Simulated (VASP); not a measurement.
# BN (F-43m) in VASP: a series of runs

BN is run at these levels: PBEsol; tasks: relaxation of cell and atoms, single point.

All numbers are computed with VASP 6.6.1; they aren't measurements. Logs are shortened: lines on timing, memory, paths and dates and some standing lists are left out, and cuts for length are marked.

**1. The cell of the first run**

It takes space group F-43m (No. 216, cubic). The conventional cell has a = 3.606 Å, b = 3.606 Å, c = 3.606 Å, α = 90.00°, β = 90.00°, γ = 90.00°. Within 2.1 Å of B (site symmetry -43m) lie 4 N at 1.56 Å. N (site symmetry -43m) has 4 B at 1.56 Å within 2.1 Å.

**2. Relaxation of cell and atoms, PBEsol, target pressure 50 GPa, at which the enthalpy is minimised**

INCAR reads:

```
SYSTEM = BN
PREC = Accurate ; ENCUT = 600
EDIFF = 1E-6 ; ISMEAR = 0
SIGMA = 0.01 ; LREAL = .False.
LASPH = .True. ; NELM = 100
ALGO = Normal ; ISIF = 3
LWAVE = .False. ; LCHARG = .False.
GGA = PS ; IBRION = 2
NSW = 80 ; EDIFFG = -0.001
PSTRESS = 500.0
```

KPOINTS reads:

```
Automatic mesh
0
Gamma
  12 12 12
  0 0 0
```

POSCAR reads:

```
BN
1.0
    0.0000000000      1.8028454624      1.8028454624
    1.8028454624      0.0000000000      1.8028454624
    1.8028454624      1.8028454624      0.0000000000
B N
1 1
Direct
    0.0000000000      0.0000000000      0.0000000000
    0.7500000000      0.7500000000      0.7500000000
```

Potentials or basis: VASP PAW PBE potentials, release 64 (B, N).

Started as:

```sh
$ cat potpaw_PBE.64/B/POTCAR potpaw_PBE.64/N/POTCAR > POTCAR
$ mpirun -np 1 vasp_std > vasp.out
```

OUTCAR:

```text
SYSTEM = BN
   PREC = Accurate
   ENCUT = 600
   EDIFF = 1E-6
   ISMEAR = 0
   LREAL = .False.
   LASPH = .True.
   NELM = 100
   ISIF = 3
   GGA = PS
   IBRION = 2
   NSW = 80
   EDIFFG = -0.001
   PSTRESS = 500.0

 ion  position               nearest neighbor table
   1  0.000  0.000  0.000-   2 1.56   2 1.56   2 1.56   2 1.56
   2  0.750  0.750  0.750-   1 1.56   1 1.56   1 1.56   1 1.56

  LATTYP: Found a face centered cubic cell.
 ALAT       =     3.6056909248

  Lattice vectors:

 A1 = (   0.0000000000,   1.8028454624,   1.8028454624)
 A2 = (   1.8028454624,   0.0000000000,   1.8028454624)
 A3 = (   1.8028454624,   1.8028454624,   0.0000000000)

Analysis of symmetry for initial positions (statically):
=====================================================================
 Subroutine PRICEL returns:
 Original cell was already a primitive cell.

 Routine SETGRP: Setting up the symmetry group for a
 face centered cubic supercell.

 Subroutine GETGRP returns: Found 24 space group operations
 (whereof 24 operations were pure point group operations)
 out of a pool of 48 trial point group operations.

The static configuration has the point symmetry T_d .

Analysis of symmetry for dynamics (positions and initial velocities):
=====================================================================
 Subroutine PRICEL returns:
 Original cell was already a primitive cell.

 Routine SETGRP: Setting up the symmetry group for a
 face centered cubic supercell.

 Subroutine GETGRP returns: Found 24 space group operations
 (whereof 24 operations were pure point group operations)
 out of a pool of 48 trial point group operations.

The dynamic configuration has the point symmetry T_d .

 Subroutine INISYM returns: Found 24 space group operations
 (whereof 24 operations are pure point group operations),
 and found     1 'primitive' translations

----------------------------------------------------------------------------------------

                                     Primitive cell

  volume of cell :      11.7194

  direct lattice vectors                    reciprocal lattice vectors
     0.000000000  1.802845462  1.802845462    -0.277339356  0.277339356  0.277339356
     1.802845462  0.000000000  1.802845462     0.277339356 -0.277339356  0.277339356
     1.802845462  1.802845462  0.000000000     0.277339356  0.277339356 -0.277339356

  length of vectors
     2.549608504  2.549608504  2.549608504     0.480365856  0.480365856  0.480365856

  position of ions in fractional coordinates (direct lattice)
     0.000000000  0.000000000  0.000000000
     0.750000000  0.750000000  0.750000000

  ion indices of the primitive-cell ions
   primitive index   ion index
                 1           1
                 2           2

----------------------------------------------------------------------------------------

 KPOINTS: Automatic mesh

Automatic generation of k-mesh.
 Grid dimensions read from file:
 generate k-points for:   12   12   12

 Generating k-lattice:

  Cartesian coordinates                     Fractional coordinates (reciprocal lattice)
    -0.023111613  0.023111613  0.023111613     0.083333333  0.000000000  0.000000000
     0.023111613 -0.023111613  0.023111613     0.000000000  0.083333333  0.000000000
     0.023111613  0.023111613 -0.023111613     0.000000000  0.000000000  0.083333333

  Length of vectors
     0.040030488  0.040030488  0.040030488

  Shift w.r.t. Gamma in fractional coordinates (k-lattice)
     0.000000000  0.000000000  0.000000000

 Subroutine IBZKPT returns following result:
 ===========================================

 Found     72 irreducible k-points:

 Following reciprocal coordinates:
            Coordinates               Weight
  0.000000  0.000000  0.000000      1.000000
  0.083333  0.000000  0.000000      8.000000
  0.166667  0.000000  0.000000      8.000000
  0.250000  0.000000  0.000000      8.000000
  0.333333  0.000000  0.000000      8.000000
  0.416667  0.000000  0.000000      8.000000
[... 16 lines left out ...]
  0.500000  0.166667  0.000000     24.000000
 -0.416667  0.166667  0.000000     24.000000
 [... further k-points ...]
   k-points           NKPTS =     72   k-points in BZ     NKDIM =     72   number of bands    NBANDS=      8
   number of dos      NEDOS =    301   number of ions     NIONS =      2
   total plane-waves  NPLWV =   8000
   dimension x,y,z NGX =    20 NGY =   20 NGZ =   20
   dimension x,y,z NGXF=    40 NGYF=   40 NGZF=   40
   ions per type =               1   1
   NGX,Y,Z   is equivalent  to a cutoff of  13.04, 13.04, 13.04 a.u.
   NGXF,Y,Z  is equivalent  to a cutoff of  26.08, 26.08, 26.08 a.u.
 SYSTEM =  BN
   PREC   = accura    normal or accurate (medium, high low for compatibility)
   ISTART =      0    job   : 0-new  1-cont  2-samecut
   ICHARG =      2    charge: 1-file 2-atom 10-const
   ISPIN  =      1    spin polarized calculation?
   LNONCOLLINEAR =      F non collinear calculations
   LSORBIT =      F    spin-orbit coupling
   LASPH  =      T    aspherical Exc in radial PAW
   ENCUT  =  600.0 eV  44.10 Ry    6.64 a.u.   5.09  5.09  5.09*2*pi/ulx,y,z
   NELM   =    100;   NELMIN=  2; NELMDL= -5     # of ELM steps
   EDIFF  = 0.1E-05   stopping-criterion for ELM
   LREAL  =      F    real-space projection
   EDIFFG = -.1E-02   stopping-criterion for IOM
   NSW    =     80    number of steps for IOM
   IBRION =      2    ionic relax: 0-MD 1-quasi-New 2-CG
   NFREE  =      1    steps in history (QN), initial steepest desc. (CG)
   ISIF   =      3    stress and relaxation
   ISYM   =      2    0-nonsym 1-usesym 2-fastsym
   POTIM  = 0.5000    time-step for ionic-motion
   TEBEG  =    0.0;   TEEND  =   0.0 temperature during run
   PSTRESS=  500.0 pullay stress
   NELECT =       8.0000    total number of electrons
   NUPDOWN=      -1.0000    fix difference up-down
   EMIN   =  10.00;   EMAX   =-10.00  energy-range for DOS
   EFERMI =   0.00;   METHOD = LEGACY
   ISMEAR =     0;   SIGMA  =   0.01  broadening in eV -4-tet -1-fermi 0-gaus
   EFERMI_NEDOS =   21; number of points for ismear=-14 and -15
   IALGO  =     38    algorithm
   IMIX   =      4    mixing-type and parameters
     AMIX     =   0.40;   BMIX     =  1.00
     AMIX_MAG =   1.60;   BMIX_MAG =  1.00
  volume/ion in A,a.u.               =       5.86        39.54
  Fermi-wavevector in a.u.,A,eV,Ry     =   1.441461  2.723967 28.270331  2.077811
  Thomas-Fermi vector in A             =   2.560091
   LORBIT       =      0    0 simple, 1 ext, 2 COOP (PROOUT), +10 PAW based schemes
   GGA     = PS    functional components
   LHFCALC =     F    Hartree Fock is set to
   AEXX    =    0.0000 exact exchange contribution
   IVDW    =     0    specifies the selected vdW correction
   LEPSILON=     F    determine dielectric tensor
   LRPA    =     F    only Hartree local field effects (RPA)
 conjugate gradient relaxation of ions
 non-spin polarized calculation
 Gauss-broadening in eV      SIGMA  =   0.01
  energy-cutoff  :      600.00
  volume of cell :       11.72
 maximum number of plane-waves:       399
   NGX = 11   NGY = 11   NGZ = 11

--------------------------------------- Ionic step        1  -------------------------------------------

 number of electron       7.9999999 magnetization

 Free energy of the ion-electron system (eV)
  ---------------------------------------------------
  ext. energy  EPLUGINS =         0.00000000
  ---------------------------------------------------
  free energy    TOTEN  =       -18.35071425 eV

  energy without entropy =      -18.35071425  energy(sigma->0) =      -18.35071425

------------------------ aborting loop because EDIFF is reached ----------------------------------------

  FORCE on cell =-STRESS in cart. coord.  units (eV):
  Direction    XX          YY          ZZ          XY          YZ          ZX
  --------------------------------------------------------------------------------------
  -------------------------------------------------------------------------------------
  Total        0.0240413      0.0240413      0.0240413     -0.0000000     -0.0000000      0.0000000
  in kB        3.2867234      3.2867234      3.2867234     -0.0000000     -0.0000000      0.0000000
  external PRESSURE =    -496.7132766 kB  Pullay stress =     500.0000000 kB
[... 23 lines left out ...]
  enthalpy is  TOTEN    =       -14.6933777473 eV   P V=        3.6573365069

--------------------------------------- Ionic step        2  -------------------------------------------

 number of electron       8.0000000 magnetization

 E-fermi :  11.3668     XC(G=0): -14.4529

 val. band max:       11.2767002141   @ k =   0.0000   0.0000   0.0000
 cond. band min:      15.8056033795   @ k =   0.5000   0.5000   0.0000
 fundamental gap:      4.5289031654
 Fermi energy:        11.3668366808

 k-point     1 :       0.0000    0.0000    0.0000
  band No.  band energies     occupation
      1     -12.5783      2.00000
      2      11.2767      2.00000
      3      11.2767      2.00000
      4      11.2767      2.00000
      5      21.3683      0.00000
      6      21.3683      0.00000
      7      21.3683      0.00000
      8      26.5116      0.00000
[... 243 lines left out ...]
 k-point    24 :      -0.4167    0.1667    0.0000
  band No.  band energies     occupation
      1      -6.3919      2.00000
      2      -1.5385      2.00000
      3       6.0636      2.00000
      4       7.8483      2.00000
      5      21.7031      0.00000
      6      25.6075      0.00000
      7      27.2587      0.00000
      8      30.8338      0.00000

 [... further k-points ...]
[... 5 lines left out ...]
  --------------------------------------------------------------------------------------
  -------------------------------------------------------------------------------------
  Total        9.7683394      9.7683394      9.7683394      0.0000000     -0.0000000     -0.0000000
  in kB     1758.4376499   1758.4376499   1758.4376499      0.0000000     -0.0000000     -0.0000000
  external PRESSURE =    1258.4376499 kB  Pullay stress =     500.0000000 kB
[... 175 lines left out ...]
  enthalpy is  TOTEN    =       -14.8897075605 eV   P V=        3.2972876704

--------------------------------------- Ionic step        7  -------------------------------------------

 number of electron       8.0000002 magnetization

 Free energy of the ion-electron system (eV)
  ---------------------------------------------------
  ext. energy  EPLUGINS =         0.00000000
  ---------------------------------------------------
  free energy    TOTEN  =       -18.18063927 eV

  energy without entropy =      -18.18063927  energy(sigma->0) =      -18.18063927

 E-fermi :   8.9385     XC(G=0): -13.5783

 val. band max:        8.8251814450   @ k =   0.0000   0.0000   0.0000
 cond. band min:      13.2122819102   @ k =   0.5000   0.5000   0.0000
 fundamental gap:      4.3871004652
 Fermi energy:         8.9385201947

 k-point     1 :       0.0000    0.0000    0.0000
  band No.  band energies     occupation
      1     -12.7794      2.00000
      2       8.8252      2.00000
      3       8.8252      2.00000
      4       8.8252      2.00000
      5      18.1188      0.00000
      6      18.1188      0.00000
      7      18.1188      0.00000
      8      20.9855      0.00000
[... 243 lines left out ...]
 k-point    24 :      -0.4167    0.1667    0.0000
  band No.  band energies     occupation
      1      -7.5477      2.00000
      2      -2.2798      2.00000
      3       4.2786      2.00000
      4       5.9298      2.00000
      5      18.5388      0.00000
      6      21.8509      0.00000
      7      22.4308      0.00000
      8      25.9397      0.00000

 [... further k-points ...]
[... 5 lines left out ...]
  --------------------------------------------------------------------------------------
  -------------------------------------------------------------------------------------
  Total        3.2905956      3.2905956      3.2905956     -0.0000000      0.0000000      0.0000000
  in kB      499.9595589    499.9595589    499.9595589     -0.0000000      0.0000000      0.0000000
  external PRESSURE =      -0.0404411 kB  Pullay stress =     500.0000000 kB
[... 17 lines left out ...]
  FREE ENERGIE OF THE ION-ELECTRON SYSTEM (eV)
  ---------------------------------------------------
  free  energy   TOTEN  =       -18.1806392663 eV

  energy  without entropy=      -18.1806392663  energy(sigma->0) =      -18.18063927

  enthalpy is  TOTEN    =       -14.8897775239 eV   P V=        3.2908617425

 reached required accuracy - stopping structural energy minimisation
```

Wall time 37 s (1 thread of Intel Xeon 8259CL, shared host); peak memory 0.12 GiB.

What came out:

```
Free energy                                            : -18.1806 eV
Relaxed volume                                         : 5.27 Å³/atom
Relaxed cell                                           : a = 2.461 Å, b = 2.461 Å, c = 2.461 Å, α = 60.00°, β = 60.00°, γ = 60.00°
Space group after relaxing (to 0.05 Å)                 : F-43m (No. 216)
Energy change on relaxing (the enthalpy is what falls) : +85.0 meV/atom
Ionic steps                                            : 7
Pressure after relaxing                                : 50.0 GPa
Band gap on the k mesh                                 : 4.39 eV, indirect (least direct gap 9.29 eV)
```

Step by step:
```
step  energy change (eV)  largest force (eV/Å)  pressure (GPa)  volume (Å³)
   1              0.0000                0.0000            0.33        11.72
   2              1.2549                0.0000          175.84         8.90
   3              0.1533                0.0000           47.09        10.60
   4              0.1679                0.0000           49.63        10.55
   5              0.1749                0.0000           50.82        10.53
   6              0.1637                0.0000           48.91        10.57
   7              0.1701                0.0000           50.00        10.55
```

Final structure:
```
B N
1.0
     0.00000    1.74050    1.74050
     1.74050    0.00000    1.74050
     1.74050    1.74050    0.00000
B N
1 1
Direct
  0.00000 0.00000 0.00000
  0.75000 0.75000 0.75000
```

Caveat: the cell is relaxed towards a set pressure, so the enthalpy falls and the energy may rise; the PAW data sets were made with another functional, which shifts forces and pressure a little.

**3. Single point, PBEsol**

INCAR reads:

```
SYSTEM = BN
PREC = Accurate
ENCUT = 520
EDIFF = 1E-7
ISMEAR = 0
SIGMA = 0.02
LREAL = .FALSE.
LASPH = .TRUE.
NELM = 60
ALGO = Normal
ISIF = 2
LWAVE = .FALSE.
LCHARG = .TRUE.
GGA = PS
LELF = .TRUE.
LVHAR = .TRUE.
NBANDS = 11
```

KPOINTS reads:

```
Automatic mesh
0
G
  12 12 12
  0 0 0
```

POSCAR reads:

```
BN
1.0
    0.0000000000      1.8028545064      1.8028545064
    1.8028545064      0.0000000000      1.8028545064
    1.8028545064      1.8028545064      0.0000000000
B N
1 1
Direct
    0.0000000000      0.0000000000      0.0000000000
    0.7500000000      0.7500000000      0.7500000000
```

Potentials or basis: VASP PAW PBE potentials, release 64 (B, N).

Started as:

```sh
$ cat potpaw_PBE.64/B/POTCAR potpaw_PBE.64/N/POTCAR > POTCAR
$ mpirun -np 1 vasp_std > vasp.out
```

It took 6.4 s on 1 thread of Intel Xeon 6975P-C, shared host; peak memory 0.12 GiB.

Results (log left out):

* Free energy: -18.3469 eV
* Pressure: 0.6 GPa
* Band gap on the k mesh: 4.28 eV, indirect (least direct gap 8.80 eV)

Levels at points of the mesh, in eV from the valence-band top:
```csv
k point,band 2,band 3,band 4,band 5,band 6,band 7
"(0.00, 0.00, 0.00)",0.00,0.00,0.00,8.80,8.80,8.80
"(0.50, 0.00, 0.00)",-10.85,-1.96,-1.96,10.19,10.66,10.66
"(0.50, 0.50, 0.00)",-9.02,-4.98,-4.98,4.28,9.13,18.00
```

Caveat: the PAW data sets were made with another functional, which shifts forces and pressure a little. A k mesh can miss the band edges.

(Part 1 of 2 ends here.)
